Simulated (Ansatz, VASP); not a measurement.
## Cu2Ni: VASP beside Ansatz

Contents of INCAR:

```
PREC = Accurate
ENCUT = 520
EDIFF = 1E-6
ISMEAR = 0
SIGMA = 0.2
LREAL = False
LASPH = True
NELM = 100
ALGO = Fast
ISIF = 2
LWAVE = False
LCHARG = False
GGA = PE
NBANDS = 76
```

The input KPOINTS:

```
Automatic mesh
0
Gamma
  12 12 1
```

Contents of POSCAR:

```
Cu2Ni
1.0
    2.5231797970      0.0000000000      0.0000000000
   -1.2615898985      2.1851378026      0.0000000000
    0.0000000000      0.0000000000     25.1063876000
Cu Ni
8 4
Direct
    0.3333333333      0.6666666667      0.4151420000
    0.3333333333      0.6666666667      0.9151420000
    0.3333333333      0.6666666667      0.0848580000
    0.3333333333      0.6666666667      0.5848580000
    0.3333333333      0.6666666667      0.2500000000
    0.3333333333      0.6666666667      0.7500000000
    0.6666666667      0.3333333333      0.0000000000
    0.6666666667      0.3333333333      0.5000000000
    0.6666666667      0.3333333333      0.1672625000
    0.6666666667      0.3333333333      0.6672625000
    0.6666666667      0.3333333333      0.3327375000
    0.6666666667      0.3333333333      0.8327375000
```

Input for Ansatz:

```yaml
crystal:
  lattice:
    - [2.523179797, 0.0, 0.0]
    - [-1.2615898985, 2.1851378026, 0.0]
    - [0.0, 0.0, 25.1063876]
  atoms:
    - { symbol: Cu, position: [0.3333333333, 0.6666666667, 0.415142] }
    - { symbol: Cu, position: [0.3333333333, 0.6666666667, 0.915142] }
    - { symbol: Cu, position: [0.3333333333, 0.6666666667, 0.084858] }
    - { symbol: Cu, position: [0.3333333333, 0.6666666667, 0.584858] }
    - { symbol: Cu, position: [0.3333333333, 0.6666666667, 0.25] }
    - { symbol: Cu, position: [0.3333333333, 0.6666666667, 0.75] }
    - { symbol: Cu, position: [0.6666666667, 0.3333333333, 0.0] }
    - { symbol: Cu, position: [0.6666666667, 0.3333333333, 0.5] }
    - { symbol: Ni, position: [0.6666666667, 0.3333333333, 0.1672625] }
    - { symbol: Ni, position: [0.6666666667, 0.3333333333, 0.6672625] }
    - { symbol: Ni, position: [0.6666666667, 0.3333333333, 0.3327375] }
    - { symbol: Ni, position: [0.6666666667, 0.3333333333, 0.8327375] }
basis:
  ecutwfc: 420
kpoints:
  mp_grid: { grid: [12, 12, 1] }
hamiltonian:
  xc: pbe
scf:
  occupations: { method: gaussian, width: 0.2 }
  lower_state_search: "off"
output:
  forces: true
  stress: true
  eigenvalues: true
```

Alike in both runs: task single point; functional PBE; k mesh 12 × 12 × 1; occupations gaussian, width 0.2 eV; no spin polarisation.

```csv
,VASP,Ansatz
version,VASP 6.6.1,Ansatz 0.2.0
potentials or method,"VASP PAW PBE potentials, release 64 (Cu, Ni), cutoff 520 eV","scalar-relativistic, plane waves, PAW"
valence electrons in the cell,128,224
```

Ansatz gave:

| Item | Value |
| --- | --- |
| gap on the k mesh at the Fermi level (eV) | none |
| pressure (GPa) | 0.1 |
| traceless stress, the component that is largest in VASP (GPa) | -0.02 |
| rms of the force components (eV/Å) | 0.003 |

**Question.** Estimate VASP's values.

**Answer.** gap on the k mesh at the Fermi level (eV): none; pressure (GPa): 0.5; traceless stress, the component that is largest in VASP (GPa): -0.08; rms of the force components (eV/Å): 0.007.

Atom by atom the forces differ by 0.004 eV/Å (rms over components). A gap of «none» marks a metal or a gap that the smearing closes. With one functional, cell and mesh, what is left measures potentials, basis and numerics. VASP's potentials hold 128 valence electrons a cell and Ansatz's 224, so a difference there can come from the potentials and not from the codes.
